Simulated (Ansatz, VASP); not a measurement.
LiF in VASP and in Ansatz

The input INCAR:

```
SYSTEM = LiF
PREC     = Accurate       ! precision mode
ENCUT    = 520            ! plane-wave cutoff, eV
EDIFF    = 1E-6           ! SCF threshold, eV
ISMEAR   = 0              ! smearing method
SIGMA    = 0.05           ! smearing width, eV
LREAL    = .False.        ! projectors in reciprocal space
LASPH    = .True.         ! aspherical terms in the spheres
NELM     = 60             ! most SCF steps
ALGO     = Normal         ! electronic algorithm
ISIF     = 2              ! what is computed and relaxed
LWAVE    = .False.        ! write WAVECAR
LCHARG   = .False.        ! write CHGCAR
GGA      = PS             ! functional
NBANDS   = 18             ! bands
```

Contents of KPOINTS:

```
Automatic mesh
0
Gamma
  9 9 6
  0 0 0
```

The input POSCAR:

```
LiF
1.0
    2.9385022248      0.0000000000      0.0000000000
   -1.4692511124      2.5448175758      0.0000000000
    0.0000000000      0.0000000000      4.8073245700
Li F
2 2
Direct
    0.3333333333      0.6666666667      0.3811542600
    0.6666666667      0.3333333333      0.8811542600
    0.3333333333      0.6666666667      0.9938437400
    0.6666666667      0.3333333333      0.4938437400
```

Input for Ansatz:

```yaml
crystal:
  lattice:
    - [2.9385022248, 0.0, 0.0]
    - [-1.4692511124, 2.5448175758, 0.0]
    - [0.0, 0.0, 4.80732457]
  atoms:
    - { symbol: Li, position: [0.3333333333, 0.6666666667, 0.38115426] }
    - { symbol: Li, position: [0.6666666667, 0.3333333333, 0.88115426] }
    - { symbol: F, position: [0.3333333333, 0.6666666667, 0.99384374] }
    - { symbol: F, position: [0.6666666667, 0.3333333333, 0.49384374] }
basis:
  ecutwfc: 420
kpoints:
  mp_grid: { grid: [9, 9, 6] }
hamiltonian:
  xc: pbesol
scf:
  occupations: { method: gaussian, width: 0.05 }
output:
  forces: true
  stress: true
  eigenvalues: true
```

Change from the starting cell: strain -0.040 along x and y, +0.000 along z, atoms carried along.

Alike in both runs: task single point; functional PBEsol; k mesh 9 × 9 × 6; occupations gaussian, width 0.05 eV; no spin polarisation.

```csv
,VASP,Ansatz
version,VASP 6.6.1,Ansatz 0.2.0
potentials or method,"VASP PAW PBE potentials, release 64 (Li_sv, F), cutoff 520 eV","scalar-relativistic, plane waves, PAW"
valence electrons in the cell,20,20
```

VASP gave:

| Quantity | Value |
| --- | --- |
| gap on the k mesh at the Fermi level (eV) | 8.23 |
| least direct gap on the mesh (eV) | 8.23 |
| rms of the force components (eV/Å) | 0.124 |

Problem. Which values does Ansatz return?

Solution. gap on the k mesh at the Fermi level (eV): 8.24; least direct gap on the mesh (eV): 8.24; rms of the force components (eV/Å): 0.117.

VASP's potentials were made for PBE, not for PBEsol. Atom by atom the forces differ by 0.007 eV/Å (rms over components). With one functional, cell and mesh, what is left measures potentials, basis and numerics.

Noted on VASP's run: the cutoff is short for stress, so the pressure is rough.
